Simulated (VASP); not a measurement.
Write the native input for VASP 6.6.1 that does the following.

```yaml
Task: single point
Functional: revPBE
Potentials_or_basis: VASP PAW PBE potentials, release 64 (Sc_sv)
Cutoff: 520 eV
k_mesh: 13 × 13 × 13
Occupations: fermi-dirac, width 0.1 eV
Spin: no spin polarisation
Dipole_correction: no
Further_INCAR_settings: ALGO = Normal; EDIFF = 1e-06; NBANDS = 12
```

The structure of Sc lies in POSCAR:

```
Sc
1.0
    0.0000000000      2.3371120832      2.3371120832
    2.3371120832      0.0000000000      2.3371120832
    2.3371120832      2.3371120832      0.0000000000
Sc
1
Direct
    0.0000000000      0.0000000000      0.0000000000
```

These files were run (other wordings do the same):

INCAR

```
SYSTEM = Sc
PREC     = Accurate       ! precision mode
ENCUT    = 520            ! plane-wave cutoff, eV
EDIFF    = 1E-6           ! SCF threshold, eV
ISMEAR   = -1             ! smearing method
SIGMA    = 0.1            ! smearing width, eV
LREAL    = .FALSE.        ! projectors in reciprocal space
LASPH    = .TRUE.         ! aspherical terms in the spheres
NELM     = 100            ! most SCF steps
ALGO     = Normal         ! electronic algorithm
ISIF     = 2              ! what is computed and relaxed
LWAVE    = .FALSE.        ! write WAVECAR
LCHARG   = .FALSE.        ! write CHGCAR
GGA      = RE             ! functional
NBANDS   = 12             ! bands
```

KPOINTS

```
regular mesh
0
G
  13 13 13
  0 0 0
```

Potentials or basis: VASP PAW PBE potentials, release 64 (Sc_sv).

The run is started by

```console
$ cat potpaw_PBE.64/Sc_sv/POTCAR > POTCAR
$ mpirun -np 1 vasp_std > vasp.out
```

Results of the run:

The pressure is 0.0 GPa.

Caveat: the PAW data sets were made with another functional, which shifts forces and pressure a little.

It took 26 s on 1 thread of Intel(R) Xeon(R) Platinum 8488C (Sapphire Rapids), with other jobs on the host, peak memory 0.17 GiB.
